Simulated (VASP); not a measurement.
Set up this calculation in VASP 6.6.1, as the native input.

- Task: single point
- Functional: LDA
- Potentials or basis: VASP PAW LDA potentials, release 64 (Se)
- Cutoff: 520 eV
- k mesh: 9 × 9 × 6
- Occupations: gaussian, width 0.6 eV
- Spin: no spin polarisation
- Dipole correction: no
- Further INCAR settings: ALGO = Normal; EDIFF = 1e-06; NBANDS = 16

The structure of Se lies in POSCAR:

```
Se
1.0
    3.9534579885      0.0000000000      0.0000000000
   -1.9767289943      3.4237950508      0.0000000000
    0.0000000000      0.0000000000      5.1205317866
Se
3
Direct
    0.2543546533      1.0000000000      0.3333333333
    1.0000000000      0.2543546533      0.6666666667
    0.7456453467      0.7456453467      1.0000000000
```

The input as run:

INCAR

```
SYSTEM = Se
PREC     = Accurate       ! precision mode
ENCUT    = 520            ! plane-wave cutoff, eV
EDIFF    = 1E-6           ! SCF threshold, eV
ISMEAR   = 0              ! smearing method
SIGMA    = 0.6            ! smearing width, eV
LREAL    = .False.        ! projectors in reciprocal space
LASPH    = .True.         ! aspherical terms in the spheres
NELM     = 60             ! most SCF steps
ALGO     = Normal         ! electronic algorithm
ISIF     = 2              ! what is computed and relaxed
LWAVE    = .False.        ! write WAVECAR
LCHARG   = .True.         ! write CHGCAR
LELF     = .True.         ! ELF
LVHAR    = .True.       
NBANDS   = 16             ! bands
```

KPOINTS

```
Automatic mesh
0
Gamma
  9 9 6
  0 0 0
```

Potentials or basis: VASP PAW LDA potentials, release 64 (Se).

Run with:

```console
$ cat potpaw_LDA.64/Se/POTCAR > POTCAR
$ mpirun -np 1 vasp_std > vasp.out
```

It gave:

```json
{
  "Pressure": "0.3 GPa",
  "Largest force": "0.090 eV/Å",
  "Band gap on the k mesh": "0.29 eV, direct"
}
```

It took 22 s on 1 thread of Intel(R) Xeon(R) 6975P-C (Granite Rapids), with other jobs on the host, peak memory 0.18 GiB.
